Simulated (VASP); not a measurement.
**EuO: single point with PBE+U**

Crystal: EuO.

```
Eu O
1.0
     0.00000    2.58830   -2.58830
     0.00000    2.58830    2.58830
     5.17659    0.00000    0.00000
Eu O
2 2
Direct
  0.00000 0.00000 0.00000
  0.50000 0.50000 0.50000
  0.00000 0.00000 0.50000
  0.50000 0.50000 0.00000
```

```yaml
Program: VASP 6.6.1
Task: single point
Functional: PBE
Potentials_or_basis: VASP PAW PBE potentials, release 64 (Eu, O)
Cutoff: 600 eV
k_mesh: 4 × 4 × 3
Occupations: gaussian, width 0.05 eV
Spin: collinear spin, ferromagnetic start
Starting_moments: "[7.0, 7.0, 0.0, 0.0] μB"
Hubbard_terms: Eu f U = 6.0 eV
```

- Pressure: -0.3 GPa
- Band gap on the k mesh: 0.05 eV
- Net moment: 14.00 μB per cell
- Site moments: Eu +6.73; O -0.09 μB
- Valence electrons inside the program's atomic spheres: Eu 14.95; O 4.95

Levels at points of the mesh, in eV from the valence-band top:
Spin up:
```tsv
k point	band 27	band 28	band 29	band 30	band 31	band 32	band 33	band 34
(0.00, 0.00, 0.00)	-0.18	-0.01	-0.01	0.00	0.05	0.83	2.95	2.95
(0.50, 0.00, 0.00)	-0.51	-0.51	-0.41	-0.41	3.25	3.25	3.92	3.92
(0.50, 0.50, 0.00)	-0.18	-0.18	-0.17	-0.17	0.05	0.05	4.60	4.60
```
Spin down:
| k point | band 12 | band 13 | band 14 | band 15 | band 16 | band 17 | band 18 | band 19 | band 20 | band 21 |
| --- | --- | --- | --- | --- | --- | --- | --- | --- | --- | --- |
| (0.00, 0.00, 0.00) | -2.55 | -2.55 | -2.55 | -2.53 | -2.53 | 0.90 | 1.61 | 3.91 | 3.91 | 3.91 |
| (0.50, 0.00, 0.00) | -4.15 | -3.55 | -3.55 | -2.81 | -2.81 | 3.79 | 3.79 | 4.64 | 4.64 | 5.94 |
| (0.50, 0.50, 0.00) | -2.66 | -2.53 | -2.53 | -2.53 | -2.53 | 0.90 | 0.90 | 5.47 | 5.47 | 7.77 |

Eigenvalues of the final occupation matrices:
```tsv
site	spin	trace	eigenvalues
site 1 f	1	6.81	0.96 0.97 0.97 0.97 0.98 0.98 0.98
site 1 f	2	0.02	0.00 0.00 0.00 0.00 0.00 0.00 0.00
site 2 f	1	6.81	0.96 0.97 0.97 0.97 0.98 0.98 0.98
site 2 f	2	0.02	0.00 0.00 0.00 0.00 0.00 0.00 0.00
```

Run time: 4.1 min on 1 thread of Intel Xeon 8259CL, on a shared host, peak memory 0.25 GiB.

Caveat: the k points lie up to 0.43 Å⁻¹ apart; spin-orbit coupling is left out, which moves the levels of the heavy elements; an odd mesh through Γ misses points on the zone boundary, where band edges can lie. The state reached can hang on the start; a lower one may exist.
